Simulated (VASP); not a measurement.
MgO: single point with LDA

**What was measured.**

From “Electronic structure of alkaline earth and post-transition metal oxides”, 2009, arxiv:0908.1581, for a bulk crystal of MgO: band gap 7.83 eV.

MgO:

```xyz
2
Lattice="0.0000 2.0816 2.0816 2.0816 0.0000 2.0816 2.0816 2.0816 0.0000" Properties=species:S:1:pos:R:3 pbc="T T T"
Mg    0.0000    0.0000    0.0000
O     2.0816    2.0816    2.0816
```

* Program: VASP 6.6.1
* Task: single point
* Functional: LDA
* Potentials or basis: VASP PAW LDA potentials, release 64 (Mg_sv, O)
* Cutoff: 840 eV
* k mesh: 8 × 8 × 8
* Occupations: gaussian, width 0.1 eV
* Spin: no spin polarisation

* Pressure: 0.1 GPa
* Band gap on the k mesh: 5.01 eV

Levels at points of the mesh, in eV from the valence-band top:
| k point | band 5 | band 6 | band 7 | band 8 | band 9 | band 10 | band 11 | band 12 |
| --- | --- | --- | --- | --- | --- | --- | --- | --- |
| (0.00, 0.00, 0.00) | -17.17 | 0.00 | 0.00 | 0.00 | 5.01 | 15.72 | 15.72 | 15.72 |
| (0.50, 0.00, 0.00) | -15.69 | -4.85 | -0.71 | -0.71 | 7.96 | 12.81 | 16.37 | 16.37 |
| (0.50, 0.50, 0.00) | -15.46 | -4.26 | -1.41 | -1.41 | 8.93 | 10.11 | 13.26 | 19.18 |

Run time: 7.5 s on 1 thread of AMD EPYC 9R45 96-Core Processor (Zen 5), on a shared host, peak memory 0.11 GiB.

Measured gap of MgO: 7.83 eV (quoted in “Electronic structure of alkaline earth and post-transition metal oxides”, 2009, arxiv:0908.1581). This calculation gives 5.01 eV (-2.82 eV). The value is that of LDA, without temperature or zero-point motion. Semilocal functionals fall short of measured gaps as a rule.
